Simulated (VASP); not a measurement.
Set up this calculation in VASP 6.6.1, as the native input.

| Item | Value |
| --- | --- |
| Task | single point |
| Functional | PBE |
| Potentials or basis | VASP PAW PBE potentials, release 64 (Si, N) |
| Cutoff | 520 eV |
| k mesh | 4 × 4 × 10 |
| Occupations | fermi-dirac, width 0.02 eV |
| Spin | no spin polarisation |
| Dipole correction | no |
| Further INCAR settings | ALGO = Normal; EDIFF = 1e-07; NBANDS = 45 |

The structure of Si3N4 lies in POSCAR:

```
Si3N4
1.0
    7.6044000000      0.0000000000      0.0000000000
   -3.8022000000      6.5856035805      0.0000000000
    0.0000000000      0.0000000000      2.9063000000
Si N
6 8
Direct
    0.7679796747      0.1740937292      0.2500000000
    0.5938859455      0.7679796747      0.7500000000
    0.8259062708      0.5938859455      0.2500000000
    0.2320203253      0.8259062708      0.7500000000
    0.4061140545      0.2320203253      0.2500000000
    0.1740937292      0.4061140545      0.7500000000
    0.0299692425      0.3298825355      0.2500000000
    0.7000867070      0.0299692425      0.7500000000
    0.6701174645      0.7000867070      0.2500000000
    0.9700307575      0.6701174645      0.7500000000
    0.2999132930      0.9700307575      0.2500000000
    0.3298825355      0.2999132930      0.7500000000
    0.6666666667      0.3333333333      0.2500000000
    0.3333333333      0.6666666667      0.7500000000
```

These files were run (other wordings do the same):

INCAR

```
PREC = Accurate
ENCUT = 520
EDIFF = 1E-7
ISMEAR = -1
SIGMA = 0.02
LREAL = False
LASPH = True
NELM = 100
ALGO = Normal
ISIF = 2
LWAVE = False
LCHARG = True
GGA = PE
LELF = True
LVHAR = True
NBANDS = 45
```

KPOINTS

```
Automatic mesh
0
Gamma
  4 4 10
```

Potentials or basis: VASP PAW PBE potentials, release 64 (Si, N).

The run is started by

```console
$ cat potpaw_PBE.64/Si/POTCAR potpaw_PBE.64/N/POTCAR > POTCAR
$ mpirun -np 1 vasp_std > vasp.out
```

It gave:

```
Pressure               : 5.2 GPa
Largest force          : 0.015 eV/Å
Band gap on the k mesh : 4.33 eV (least direct gap 4.52 eV)
```

Caveat: the cell stands under pressure.

Run time: 4.2 min on 1 thread of Intel Xeon 8259CL, on a shared host, peak memory 0.33 GiB.
